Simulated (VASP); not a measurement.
# PtS2 (P-3m1) in VASP: further runs, part 2 of 2

VASP 6.6.1. Earlier steps stand in the parts before.

### Step 4. Relaxation of cell and atoms, LDA

Input file INCAR:

```
SYSTEM = PtS2
PREC = Accurate
ENCUT = 600
EDIFF = 1E-6
ISMEAR = 0
SIGMA = 0.1
LREAL = .FALSE.
LASPH = .TRUE.
NELM = 100
ALGO = Normal
ISIF = 3
LWAVE = .FALSE.
LCHARG = .FALSE.
IBRION = 2
NSW = 100
EDIFFG = -0.05
```

Input file KPOINTS:

```
Automatic mesh
0
G
  6 6 4
  0 0 0
```

Input file POSCAR:

```
PtS2
1.0
    3.5431994758      0.0000000000      0.0000000000
   -1.7715997379      3.0685007567      0.0000000000
    0.0000000000      0.0000000000      5.0388000000
Pt S
1 2
Direct
    0.0000000000      0.0000000000      0.0000000000
    0.3333333333      0.6666666667      0.2500000000
    0.6666666667      0.3333333333      0.7500000000
```

Potentials or basis: VASP PAW LDA potentials, release 64 (Pt, S).

The run is started by

```console
> cat potpaw_LDA.64/Pt/POTCAR potpaw_LDA.64/S/POTCAR > POTCAR
> mpirun -np 1 vasp_std > vasp.out
```

OUTCAR:

```text
SYSTEM = PtS2
   PREC = Accurate
   ENCUT = 600
   EDIFF = 1E-6
   ISMEAR = 0
   LREAL = .FALSE.
   LASPH = .TRUE.
   NELM = 100
   ISIF = 3
   IBRION = 2
   NSW = 100
   EDIFFG = -0.05

 ion  position               nearest neighbor table
   1  0.000  0.000  0.000-   2 2.40   3 2.40   2 2.40   3 2.40   3 2.40   2 2.40
   2  0.333  0.667  0.250-   1 2.40   1 2.40   1 2.40
   3  0.667  0.333  0.750-   1 2.40   1 2.40   1 2.40

  LATTYP: Found a hexagonal cell.
 ALAT       =     3.5431994758
 C/A-ratio  =     1.4221045229

  Lattice vectors:

 A1 = (   3.5431994758,   0.0000000000,   0.0000000000)
 A2 = (  -1.7715997379,   3.0685007567,   0.0000000000)
 A3 = (   0.0000000000,   0.0000000000,   5.0388000000)

Analysis of symmetry for initial positions (statically):
=====================================================================
 Subroutine PRICEL returns:
 Original cell was already a primitive cell.

 Routine SETGRP: Setting up the symmetry group for a
 hexagonal supercell.

 Subroutine GETGRP returns: Found 12 space group operations
 (whereof 12 operations were pure point group operations)
 out of a pool of 24 trial point group operations.

The static configuration has the point symmetry D_3d.

Analysis of symmetry for dynamics (positions and initial velocities):
=====================================================================
 Subroutine PRICEL returns:
 Original cell was already a primitive cell.

 Routine SETGRP: Setting up the symmetry group for a
 hexagonal supercell.

 Subroutine GETGRP returns: Found 12 space group operations
 (whereof 12 operations were pure point group operations)
 out of a pool of 24 trial point group operations.

The dynamic configuration has the point symmetry D_3d.

 Subroutine INISYM returns: Found 12 space group operations
 (whereof 12 operations are pure point group operations),
 and found     1 'primitive' translations

----------------------------------------------------------------------------------------

                                     Primitive cell

  volume of cell :      54.7834

  direct lattice vectors                    reciprocal lattice vectors
     3.543199476  0.000000000  0.000000000     0.282230794  0.162946025  0.000000000
    -1.771599738  3.068500757  0.000000000     0.000000000  0.325892049  0.000000000
     0.000000000  0.000000000  5.038800000     0.000000000  0.000000000  0.198459951

  length of vectors
     3.543199476  3.543199476  5.038800000     0.325892049  0.325892049  0.198459951

  position of ions in fractional coordinates (direct lattice)
     0.000000000  0.000000000  0.000000000
     0.333333333  0.666666667  0.250000000
     0.666666667  0.333333333  0.750000000

  ion indices of the primitive-cell ions
   primitive index   ion index
                 1           1
                 2           2
                 3           3

----------------------------------------------------------------------------------------

 KPOINTS: Automatic mesh

Automatic generation of k-mesh.
 Grid dimensions read from file:
[... 25 lines left out ...]
  0.500000 -0.000000  0.000000      3.000000
  0.166667  0.166667  0.000000      6.000000
  0.333333  0.166667  0.000000     12.000000
[... 16 lines left out ...]
  0.333333  0.166667  0.500000     12.000000
  0.333333  0.333333  0.500000      2.000000
   k-points           NKPTS =     24   k-points in BZ     NKDIM =     24   number of bands    NBANDS=     15
   number of dos      NEDOS =    301   number of ions     NIONS =      3
   total plane-waves  NPLWV =  31360
   dimension x,y,z NGX =    28 NGY =   28 NGZ =   40
   dimension x,y,z NGXF=    56 NGYF=   56 NGZF=   80
   ions per type =               1   2
   NGX,Y,Z   is equivalent  to a cutoff of  13.14, 13.14, 13.20 a.u.
   NGXF,Y,Z  is equivalent  to a cutoff of  26.28, 26.28, 26.39 a.u.
 SYSTEM =  PtS2
   PREC   = accura    normal or accurate (medium, high low for compatibility)
   ISTART =      0    job   : 0-new  1-cont  2-samecut
   ICHARG =      2    charge: 1-file 2-atom 10-const
   ISPIN  =      1    spin polarized calculation?
   LNONCOLLINEAR =      F non collinear calculations
   LSORBIT =      F    spin-orbit coupling
   LASPH  =      T    aspherical Exc in radial PAW
   ENCUT  =  600.0 eV  44.10 Ry    6.64 a.u.   7.08  7.08 10.06*2*pi/ulx,y,z
   NELM   =    100;   NELMIN=  2; NELMDL= -5     # of ELM steps
   EDIFF  = 0.1E-05   stopping-criterion for ELM
   LREAL  =      F    real-space projection
   EDIFFG = -.5E-01   stopping-criterion for IOM
   NSW    =    100    number of steps for IOM
   IBRION =      2    ionic relax: 0-MD 1-quasi-New 2-CG
   NFREE  =      1    steps in history (QN), initial steepest desc. (CG)
   ISIF   =      3    stress and relaxation
   ISYM   =      2    0-nonsym 1-usesym 2-fastsym
   POTIM  = 0.5000    time-step for ionic-motion
   TEBEG  =    0.0;   TEEND  =   0.0 temperature during run
   PSTRESS=    0.0 pullay stress
   NELECT =      22.0000    total number of electrons
   NUPDOWN=      -1.0000    fix difference up-down
   EMIN   =  10.00;   EMAX   =-10.00  energy-range for DOS
   EFERMI =   0.00;   METHOD = LEGACY
   ISMEAR =     0;   SIGMA  =   0.10  broadening in eV -4-tet -1-fermi 0-gaus
   EFERMI_NEDOS =   21; number of points for ismear=-14 and -15
   IALGO  =     38    algorithm
   IMIX   =      4    mixing-type and parameters
     AMIX     =   0.40;   BMIX     =  1.00
     AMIX_MAG =   1.60;   BMIX_MAG =  1.00
  volume/ion in A,a.u.               =      18.26       123.23
  Fermi-wavevector in a.u.,A,eV,Ry     =   1.207812  2.282434 19.848319  1.458810
  Thomas-Fermi vector in A             =   2.343439
   LORBIT       =      0    0 simple, 1 ext, 2 COOP (PROOUT), +10 PAW based schemes
   GGA     = CA    functional components
   LHFCALC =     F    Hartree Fock is set to
   AEXX    =    0.0000 exact exchange contribution
   IVDW    =     0    specifies the selected vdW correction
   LEPSILON=     F    determine dielectric tensor
   LRPA    =     F    only Hartree local field effects (RPA)
 conjugate gradient relaxation of ions
 non-spin polarized calculation
 Gauss-broadening in eV      SIGMA  =   0.10
  energy-cutoff  :      600.00
  volume of cell :       54.78
 maximum number of plane-waves:      1863
   NGX = 15   NGY = 15   NGZ = 21

--------------------------------------- Ionic step        1  -------------------------------------------

 number of electron      22.0000000 magnetization

 Free energy of the ion-electron system (eV)
  ---------------------------------------------------
  ext. energy  EPLUGINS =         0.00000000
  ---------------------------------------------------
  free energy    TOTEN  =       -18.12924007 eV

  energy without entropy =      -18.12922959  energy(sigma->0) =      -18.12923483

------------------------ aborting loop because EDIFF is reached ----------------------------------------

  FORCE on cell =-STRESS in cart. coord.  units (eV):
  Direction    XX          YY          ZZ          XY          YZ          ZX
  --------------------------------------------------------------------------------------
  -------------------------------------------------------------------------------------
  Total       -1.6058818     -1.6058818     -2.3642964      0.0000000     -0.0000000      0.0000000
  in kB      -46.9650946    -46.9650946    -69.1454415      0.0000000     -0.0000000      0.0000000
  external PRESSURE =     -54.3585435 kB  Pullay stress =       0.0000000 kB
[... 92 lines left out ...]
  FREE ENERGIE OF THE ION-ELECTRON SYSTEM (eV)
  ---------------------------------------------------
  free  energy   TOTEN  =       -18.1734161433 eV

  energy  without entropy=      -18.1734143305  energy(sigma->0) =      -18.17341524

[... ionic steps 4 to 8 ...]

--------------------------------------- Ionic step        9  -------------------------------------------

 number of electron      21.9999998 magnetization

------------------------ aborting loop because EDIFF is reached ----------------------------------------
[... 69 lines left out ...]
--------------------------------------- Ionic step       11  -------------------------------------------

 number of electron      21.9999999 magnetization

 Free energy of the ion-electron system (eV)
  ---------------------------------------------------
  ext. energy  EPLUGINS =         0.00000000
  ---------------------------------------------------
  free energy    TOTEN  =       -18.20555321 eV

  energy without entropy =      -18.20296289  energy(sigma->0) =      -18.20425805

 E-fermi :   8.2984     XC(G=0): -11.5003

 val. band max:        8.1725200998   @ k =   0.0000   0.1667   0.2500
 cond. band min:       8.3801358394   @ k =   0.1667   0.1667   0.5000
 fundamental gap:      0.2076157396
 Fermi energy:         8.2984085358

 k-point     1 :       0.0000    0.0000    0.0000
  band No.  band energies     occupation
      1      -7.8791      2.00000
      2      -4.1046      2.00000
      3       0.4335      2.00000
      4       0.9549      2.00000
      5       0.9549      2.00000
      6       3.9344      2.00000
      7       3.9344      2.00000
      8       5.8372      2.00000
      9       6.6990      2.00000
     10       6.6990      2.00000
     11       8.4775      0.01134
     12       9.4579      0.00000
     13       9.4579      0.00000
     14      11.6143      0.00000
[... 443 lines left out ...]
  FREE ENERGIE OF THE ION-ELECTRON SYSTEM (eV)
  ---------------------------------------------------
  free  energy   TOTEN  =       -18.2055532111 eV

  energy  without entropy=      -18.2029628936  energy(sigma->0) =      -18.20425805

 reached required accuracy - stopping structural energy minimisation
```

Wall time 2 min (1 thread of Intel Xeon Platinum 8259CL at 2.50GHz (Skylake/Cascade Lake), shared host); peak memory 0.18 GiB.

What came out:

```yaml
Free_energy: -18.2056 eV
Relaxed_volume: 16.71 Å³/atom
Relaxed_cell: a = 3.563 Å, b = 3.563 Å, c = 4.558 Å, α = 90.00°, β = 90.00°, γ = 120.00°
Space_group_after_relaxing_to_0.05_Å: P-3m1 (No. 164)
Energy_gained_by_relaxing: 25.4 meV/atom
Ionic_steps: 11
Pressure_after_relaxing: 0.1 GPa
Largest_force_after_relaxing: 0.015 eV/Å
Band_gap_on_the_k_mesh: zero (band 11 reaches 8.48 eV, above the bottom of band 12 at 8.38 eV)
```

Forces in eV/Å, atoms in the order of the input:
```
Pt   0.000  0.000  0.000
S    0.000  0.000  0.015
S    0.000  0.000 -0.015
```

Step by step:
| step | energy change (eV) | largest force (eV/Å) | pressure (GPa) | volume (Å³) |
| --- | --- | --- | --- | --- |
| 1 | 0.0000 | 0.6959 | -5.44 | 54.78 |
| 2 | 0.0738 | 1.0653 | 12.23 | 50.01 |
| 3 | -0.0442 | 0.0918 | 0.35 | 52.89 |
| 4 | -0.0442 | 0.0781 | 0.52 | 52.85 |
| 5 | -0.0557 | 0.0249 | 0.10 | 52.89 |
| 6 | -0.0599 | 0.1269 | -0.31 | 52.92 |
| 7 | -0.0624 | 0.1285 | -0.22 | 52.65 |
| 8 | -0.0686 | 0.1381 | 0.22 | 51.83 |
| 9 | -0.0740 | 0.1635 | 1.37 | 50.18 |
| 10 | -0.0751 | 0.1234 | 1.04 | 50.17 |
| 11 | -0.0763 | 0.0150 | 0.12 | 50.12 |

Final structure:
```cif
data_structure
_symmetry_space_group_name_H-M 'P 1'
_symmetry_Int_Tables_number 1
_cell_length_a 3.5632
_cell_length_b 3.5632
_cell_length_c 4.5580
_cell_angle_alpha 90.000
_cell_angle_beta 90.000
_cell_angle_gamma 120.000
_cell_volume 50.12
loop_
_atom_site_label
_atom_site_type_symbol
_atom_site_fract_x
_atom_site_fract_y
_atom_site_fract_z
_atom_site_occupancy
Pt1 Pt 0.00000 0.00000 0.00000 1
S1 S 0.33333 0.66667 0.25983 1
S2 S 0.66667 0.33333 0.74017 1
```

Levels at points of the mesh, in eV from the Fermi level:
| k point | band 7 | band 8 | band 9 | band 10 | band 11 | band 12 | band 13 | band 14 | band 15 |
| --- | --- | --- | --- | --- | --- | --- | --- | --- | --- |
| (0.00, 0.00, 0.00) | -4.36 | -2.46 | -1.60 | -1.60 | 0.18 | 1.16 | 1.16 | 3.32 | 5.10 |
| (0.50, 0.00, 0.00) | -4.23 | -4.20 | -3.70 | -3.61 | -2.98 | 0.76 | 2.47 | 5.34 | 6.29 |
| (0.00, 0.00, 0.50) | -4.44 | -3.36 | -2.19 | -2.19 | -1.44 | 2.41 | 2.41 | 5.25 | 6.95 |
| (0.50, 0.00, 0.50) | -3.73 | -3.72 | -3.31 | -3.25 | -1.46 | 0.75 | 1.70 | 4.68 | 5.28 |

Caveat: spin-orbit coupling is left out, which moves the levels of the heavy elements; the relaxation stopped at a loose force limit of 0.05 eV/Å, so its end isn't a converged minimum. LDA usually gives volumes a few per cent too small.

### Step 5. The runs side by side

| task | cell | cutoff (eV) | gap on the mesh (eV) | pressure (GPa) | largest force (eV/Å) |
| --- | --- | --- | --- | --- | --- |
| single point | a = 3.543, b = 3.543, c = 5.039 Å, angles 90.0, 90.0, 120.0°, 3 atoms | 520 | 0.45 | -5.5 | 0.70 |
| single point | a = 3.561, b = 3.561, c = 4.581 Å, angles 90.0, 90.0, 120.0°, 3 atoms | 520 | none | -0.2 | 0.01 |
| relaxation of cell and atoms | relaxed from a = 3.543, b = 3.543, c = 5.039 Å, angles 90.0, 90.0, 120.0°, 3 atoms | 600 | none | 0.1 | 0.01 |

Alike in all rows: level LDA; potentials or basis VASP PAW LDA potentials, release 64 (Pt, S); no spin polarisation; k mesh 6 × 6 × 4; smearing gaussian 0.1 eV.

Caveats: spin-orbit coupling is left out, which moves the levels of the heavy elements; the relaxation stopped at a loose force limit of 0.05 eV/Å, so its end isn't a converged minimum (some runs).

Total energies depend on the potentials used, so only differences within one code and one set of settings carry meaning.
